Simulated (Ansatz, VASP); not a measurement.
InSe in VASP and in Ansatz

```
CELL_PARAMETERS angstrom
2.00000 1.15470 8.44000
-2.00000 1.15470 8.44000
0.00000 -2.30940 8.44000
ATOMIC_POSITIONS crystal
In 0.00000 0.00000 0.00000
In 0.11140 0.11140 0.11140
Se 0.61650 0.61650 0.61650
Se 0.82810 0.82810 0.82810
```

Alike in both runs: task single point; functional r2SCAN; k mesh 4 × 4 × 4; no spin polarisation.

|  | VASP | Ansatz |
| --- | --- | --- |
| version | VASP 6.6.1 | Ansatz 0.2.0 |
| potentials or method | VASP PAW PBE potentials, release 64 (In_d, Se) | plane waves, PAW |
| plane-wave cutoff (eV) | 520 | 500 |
| occupations | gaussian, width 0.01 eV | fixed |
| valence electrons in the cell | 38 | 58 |

```tsv
	VASP	Ansatz	Ansatz less VASP
gap on the k mesh at the Fermi level (eV)	0.85	0.86	+0.009
```

VASP's potentials were made for PBE, not for r2SCAN. VASP's potentials hold 38 valence electrons a cell and Ansatz's 58, so a difference there can come from the potentials and not from the codes.

The k mesh is coarse, so the values compare programs but aren't converged.
